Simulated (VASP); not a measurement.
# Ge (Imma) in VASP: further runs

Ge is run at these levels: LDA; tasks: single point.

All numbers are computed with VASP 6.6.1; they aren't measurements. Logs are shortened: lines on timing, memory, paths and dates and some standing lists are left out, and cuts for length are marked.

## Step 1: The cell of the first run

It takes space group Imma (No. 74, orthorhombic). The conventional cell has a = 4.992 Å, b = 5.302 Å, c = 2.874 Å, α = 90.00°, β = 90.00°, γ = 90.00°. Within 3.5 Å of Ge (site symmetry mm2) lie 8 Ge at 2.68 to 3.08 Å.

## Step 2: Single point, LDA

Input file INCAR:

```
SYSTEM = Ge
PREC = Accurate ; ENCUT = 520
EDIFF = 1E-6 ; ISMEAR = -1
SIGMA = 0.05 ; LREAL = .False.
LASPH = .True. ; NELM = 100
ALGO = Normal ; ISIF = 2
LWAVE = .False. ; LCHARG = .False.
GGA = CA ; NBANDS = 21
```

Input file KPOINTS:

```
Automatic mesh
0
Gamma
  11 11 11
  0 0 0
```

Input file POSCAR:

```
Ge
1.0
   -2.4958980000      2.6508630000      1.4369470000
    2.4958980000     -2.6508630000      1.4369470000
    2.4958980000      2.6508630000     -1.4369470000
Ge
2
Direct
    0.3140570000      0.0640570000      0.2500000000
    0.6859430000      0.9359430000      0.7500000000
```

Potentials or basis: VASP PAW LDA potentials, release 64 (Ge_d).

Command:

```sh
$ cat potpaw_LDA.64/Ge_d/POTCAR > POTCAR
$ mpirun -np 1 vasp_std > vasp.out
```

OUTCAR:

```text
SYSTEM = Ge
   PREC = Accurate
   ENCUT = 520
   EDIFF = 1E-6
   ISMEAR = -1
   LREAL = .False.
   LASPH = .True.
   NELM = 100
   ISIF = 2
   GGA = CA

 ion  position               nearest neighbor table
   1  0.314  0.064  0.250-   2 2.68   2 2.68   2 2.72   2 2.72
   2  0.686  0.936  0.750-   1 2.68   1 2.68   1 2.72   1 2.72

  LATTYP: Found a body centered orthorhombic cell.
 ALAT       =     2.8738940000
 B/A-ratio  =     1.7369450648
 C/A-ratio  =     1.8447882907

  Lattice vectors:

 A1 = (   2.4958980000,  -2.6508630000,   1.4369470000)
 A2 = (  -2.4958980000,  -2.6508630000,  -1.4369470000)
 A3 = (   2.4958980000,   2.6508630000,  -1.4369470000)

Analysis of symmetry for initial positions (statically):
=====================================================================
 Subroutine PRICEL returns:
 Original cell was already a primitive cell.

 Routine SETGRP: Setting up the symmetry group for a
 body centered orthorhombic supercell.

 Subroutine GETGRP returns: Found  8 space group operations
 (whereof  4 operations were pure point group operations)
 out of a pool of  8 trial point group operations.

The static configuration has the point symmetry C_2h.
 The point group associated with its full space group is D_2h.

Analysis of symmetry for dynamics (positions and initial velocities):
=====================================================================
 Subroutine PRICEL returns:
 Original cell was already a primitive cell.

 Routine SETGRP: Setting up the symmetry group for a
 body centered orthorhombic supercell.

 Subroutine GETGRP returns: Found  8 space group operations
 (whereof  4 operations were pure point group operations)
 out of a pool of  8 trial point group operations.

The dynamic configuration has the point symmetry C_2h.
 The point group associated with its full space group is D_2h.

 Subroutine INISYM returns: Found  8 space group operations
 (whereof  4 operations are pure point group operations),
 and found     1 'primitive' translations

----------------------------------------------------------------------------------------

                                     Primitive cell

  volume of cell :      38.0290

[... 81 lines left out ...]
   ICHARG =      2    charge: 1-file 2-atom 10-const
   ISPIN  =      1    spin polarized calculation?
   LNONCOLLINEAR =      F non collinear calculations
   LSORBIT =      F    spin-orbit coupling
   LASPH  =      T    aspherical Exc in radial PAW
   ENCUT  =  520.0 eV  38.22 Ry    6.18 a.u.   7.28  7.28  7.28*2*pi/ulx,y,z
   NELM   =    100;   NELMIN=  2; NELMDL= -5     # of ELM steps
   EDIFF  = 0.1E-05   stopping-criterion for ELM
   LREAL  =      F    real-space projection
   EDIFFG = 0.1E-04   stopping-criterion for IOM
   NSW    =      0    number of steps for IOM
   IBRION =     -1    ionic relax: 0-MD 1-quasi-New 2-CG
   NFREE  =      0    steps in history (QN), initial steepest desc. (CG)
   ISIF   =      2    stress and relaxation
   ISYM   =      2    0-nonsym 1-usesym 2-fastsym
   POTIM  = 0.5000    time-step for ionic-motion
   TEBEG  =    0.0;   TEEND  =   0.0 temperature during run
   PSTRESS=    0.0 pullay stress
   NELECT =      28.0000    total number of electrons
   NUPDOWN=      -1.0000    fix difference up-down
   EMIN   =  10.00;   EMAX   =-10.00  energy-range for DOS
   EFERMI =   0.00;   METHOD = LEGACY
   ISMEAR =    -1;   SIGMA  =   0.05  broadening in eV -4-tet -1-fermi 0-gaus
   EFERMI_NEDOS =   21; number of points for ismear=-14 and -15
   IALGO  =     38    algorithm
   IMIX   =      4    mixing-type and parameters
     AMIX     =   0.40;   BMIX     =  1.00
     AMIX_MAG =   1.60;   BMIX_MAG =  1.00
  volume/ion in A,a.u.               =      19.01       128.32
  Fermi-wavevector in a.u.,A,eV,Ry     =   1.478277  2.793539 29.732860  2.185304
  Thomas-Fermi vector in A             =   2.592578
   LORBIT       =      0    0 simple, 1 ext, 2 COOP (PROOUT), +10 PAW based schemes
   GGA     = CA    functional components
   LHFCALC =     F    Hartree Fock is set to
   AEXX    =    0.0000 exact exchange contribution
   IVDW    =     0    specifies the selected vdW correction
   LEPSILON=     F    determine dielectric tensor
   LRPA    =     F    only Hartree local field effects (RPA)
 non-spin polarized calculation
  energy-cutoff  :      520.00
  volume of cell :       38.03
 maximum number of plane-waves:      1044
 NGX is ok and might be reduce to    30
   NGX = 15   NGY = 15   NGZ = 15

 number of electron      28.0000014 magnetization

 Free energy of the ion-electron system (eV)
  ---------------------------------------------------
  ext. energy  EPLUGINS =         0.00000000
  ---------------------------------------------------
  free energy    TOTEN  =        -9.98529086 eV

  energy without entropy =       -9.97874786  energy(sigma->0) =       -9.98201936

 E-fermi :   6.2611     XC(G=0): -11.4745

 val. band max:        6.2504840996   @ k =  -0.2727   0.3636   0.1818
 cond. band min:       6.2620288535   @ k =   0.4545   0.2727   0.0909
 fundamental gap:      0.0115447539
 Fermi energy:         6.2610761198

 k-point     1 :       0.0000    0.0000    0.0000
  band No.  band energies     occupation
      1     -18.5789      2.00000
      2     -18.5012      2.00000
      3     -18.4992      2.00000
      4     -18.4960      2.00000
      5     -18.4627      2.00000
      6     -18.4265      2.00000
[... 565 lines left out ...]
     20      17.1252      0.00000
     21      17.3294      0.00000

 [... further k-points ...]

------------------------ aborting loop because EDIFF is reached ----------------------------------------

  FORCE on cell =-STRESS in cart. coord.  units (eV):
  Direction    XX          YY          ZZ          XY          YZ          ZX
  --------------------------------------------------------------------------------------
  -------------------------------------------------------------------------------------
  Total       -0.7312029     -1.2185038     -1.0600388      0.0000000      0.0000000      0.0000000
  in kB      -30.8058813    -51.3360689    -44.6598753      0.0000000      0.0000000      0.0000000
  external PRESSURE =     -42.2672752 kB  Pullay stress =       0.0000000 kB

 VOLUME and BASIS-vectors are now :
 -----------------------------------------------------------------------------
  energy-cutoff  :      520.00
  volume of cell :       38.03
      direct lattice vectors                 reciprocal lattice vectors
    -2.495898000  2.650863000  1.436947000     0.000000000  0.188617820  0.347959946
     2.495898000 -2.650863000  1.436947000     0.200328699  0.000000000  0.347959946
     2.495898000  2.650863000 -1.436947000     0.200328699  0.188617820  0.000000000

 POSITION                                       TOTAL-FORCE (eV/Angst)
 -----------------------------------------------------------------------------------
      0.00000      1.32543      0.18409         0.000000     -0.000000      0.068766
      2.49590      1.32543      1.25285        -0.000000      0.000000     -0.068766
 -----------------------------------------------------------------------------------
    total drift:                               -0.000000     -0.000000      0.000000

  FREE ENERGIE OF THE ION-ELECTRON SYSTEM (eV)
  ---------------------------------------------------
  free  energy   TOTEN  =        -9.9852908633 eV

  energy  without entropy=       -9.9787478550  energy(sigma->0) =       -9.98201936
```

stdout:

```text
POSCAR found type information on POSCAR Ge
 POSCAR found :  1 types and       2 ions
 scaLAPACK will be used
 LDA part: xc-table for (Slater(with rela. corr.)+CA(PZ))
 , standard interpolation
 POSCAR, INCAR and KPOINTS ok, starting setup
 FFT: planning ... GRIDC
 FFT: planning ... GRID_SOFT
 FFT: planning ... GRID
 WAVECAR not read
 entering main loop
```

It took 62 s on 1 thread of Intel Xeon Platinum 8559C (Emerald Rapids), shared host; peak memory 0.24 GiB.

What came out:

```yaml
Free_energy: -9.9853 eV
Pressure: -4.2 GPa
Largest_force: 0.069 eV/Å
Band_gap_on_the_k_mesh: zero (band 14 reaches 8.29 eV, above the bottom of band 15 at 3.16 eV)
```

Forces in eV/Å, atoms in the order of the input:
```
Ge   0.000  0.000  0.069
Ge   0.000  0.000 -0.069
```

Stress tensor (GPa, compression positive):
```
-3.08  0.00  0.00
 0.00 -5.13  0.00
 0.00  0.00 -4.47
```

## Step 3: Single point, LDA

Input file INCAR:

```
PREC     = Accurate       # precision mode
ENCUT    = 520            # plane-wave cutoff, eV
EDIFF    = 1E-6           # SCF threshold, eV
ISMEAR   = -1             # smearing method
SIGMA    = 0.05           # smearing width, eV
LREAL    = F              # projectors in reciprocal space
LASPH    = T              # aspherical terms in the spheres
NELM     = 60             # most SCF steps
ALGO     = Normal         # electronic algorithm
ISIF     = 2              # what is computed and relaxed
LWAVE    = F              # write WAVECAR
LCHARG   = T              # write CHGCAR
GGA      = CA             # functional
LELF     = T              # ELF
LVHAR    = T            
NBANDS   = 21             # bands
```

Input file KPOINTS:

```
Automatic mesh
0
Gamma
  11 11 11
```

POSCAR is that of step 2.

Potentials or basis: VASP PAW LDA potentials, release 64 (Ge_d).

Command:

```sh
$ cat potpaw_LDA.64/Ge_d/POTCAR > POTCAR
$ mpirun -np 1 vasp_std > vasp.out
```

OUTCAR:

```text
PREC = Accurate
   ENCUT = 520
   EDIFF = 1E-6
   ISMEAR = -1
   LREAL = F
   LASPH = T
   NELM = 60
   ISIF = 2
   GGA = CA

 ion  position               nearest neighbor table
   1  0.314  0.064  0.250-   2 2.68   2 2.68   2 2.72   2 2.72
   2  0.686  0.936  0.750-   1 2.68   1 2.68   1 2.72   1 2.72

  LATTYP: Found a body centered orthorhombic cell.
 ALAT       =     2.8738940000
 B/A-ratio  =     1.7369450648
 C/A-ratio  =     1.8447882907

  Lattice vectors:

 A1 = (   2.4958980000,  -2.6508630000,   1.4369470000)
 A2 = (  -2.4958980000,  -2.6508630000,  -1.4369470000)
 A3 = (   2.4958980000,   2.6508630000,  -1.4369470000)

Analysis of symmetry for initial positions (statically):
=====================================================================
 Subroutine PRICEL returns:
 Original cell was already a primitive cell.

 Routine SETGRP: Setting up the symmetry group for a
 body centered orthorhombic supercell.

 Subroutine GETGRP returns: Found  8 space group operations
[... 161 lines left out ...]
  ext. energy  EPLUGINS =         0.00000000
  ---------------------------------------------------
  free energy    TOTEN  =        -9.98529086 eV

  energy without entropy =       -9.97874786  energy(sigma->0) =       -9.98201936

 E-fermi :   6.2611     XC(G=0): -11.4745

 val. band max:        6.2504840996   @ k =  -0.2727   0.3636   0.1818
 cond. band min:       6.2620288535   @ k =   0.4545   0.2727   0.0909
 fundamental gap:      0.0115447539
 Fermi energy:         6.2610761198

 k-point     1 :       0.0000    0.0000    0.0000
  band No.  band energies     occupation
      1     -18.5789      2.00000
      2     -18.5012      2.00000
      3     -18.4992      2.00000
      4     -18.4960      2.00000
      5     -18.4627      2.00000
      6     -18.4265      2.00000
[... 565 lines left out ...]
     20      17.1252      0.00000
     21      17.3294      0.00000

 [... further k-points ...]

------------------------ aborting loop because EDIFF is reached ----------------------------------------

  FORCE on cell =-STRESS in cart. coord.  units (eV):
  Direction    XX          YY          ZZ          XY          YZ          ZX
  --------------------------------------------------------------------------------------
  -------------------------------------------------------------------------------------
  Total       -0.7312029     -1.2185038     -1.0600388      0.0000000      0.0000000      0.0000000
  in kB      -30.8058813    -51.3360689    -44.6598753      0.0000000      0.0000000      0.0000000
  external PRESSURE =     -42.2672752 kB  Pullay stress =       0.0000000 kB

 VOLUME and BASIS-vectors are now :
 -----------------------------------------------------------------------------
  energy-cutoff  :      520.00
  volume of cell :       38.03
      direct lattice vectors                 reciprocal lattice vectors
    -2.495898000  2.650863000  1.436947000     0.000000000  0.188617820  0.347959946
     2.495898000 -2.650863000  1.436947000     0.200328699  0.000000000  0.347959946
     2.495898000  2.650863000 -1.436947000     0.200328699  0.188617820  0.000000000

 POSITION                                       TOTAL-FORCE (eV/Angst)
 -----------------------------------------------------------------------------------
      0.00000      1.32543      0.18409         0.000000     -0.000000      0.068766
      2.49590      1.32543      1.25285        -0.000000      0.000000     -0.068766
 -----------------------------------------------------------------------------------
    total drift:                               -0.000000     -0.000000      0.000000

  FREE ENERGIE OF THE ION-ELECTRON SYSTEM (eV)
  ---------------------------------------------------
  free  energy   TOTEN  =        -9.9852908633 eV

  energy  without entropy=       -9.9787478550  energy(sigma->0) =       -9.98201936
```

Run time: 63 s. Hardware: 1 thread of Intel Xeon Platinum 8559C (Emerald Rapids), shared host; peak memory 0.24 GiB.

Results:

```
Free energy            : -9.9853 eV
Pressure               : -4.2 GPa
Largest force          : 0.069 eV/Å
Band gap on the k mesh : zero (band 14 reaches 8.29 eV, above the bottom of band 15 at 3.16 eV)
```

Forces on the atoms (eV/Å):
```
Ge   0.000  0.000  0.069
Ge   0.000  0.000 -0.069
```

Levels at points of the mesh, in eV from the Fermi level:
```tsv
k point	band 12	band 13	band 14	band 15	band 16	band 17
(0.00, 0.00, 0.00)	-3.92	-2.34	-1.90	3.54	6.87	7.07
```
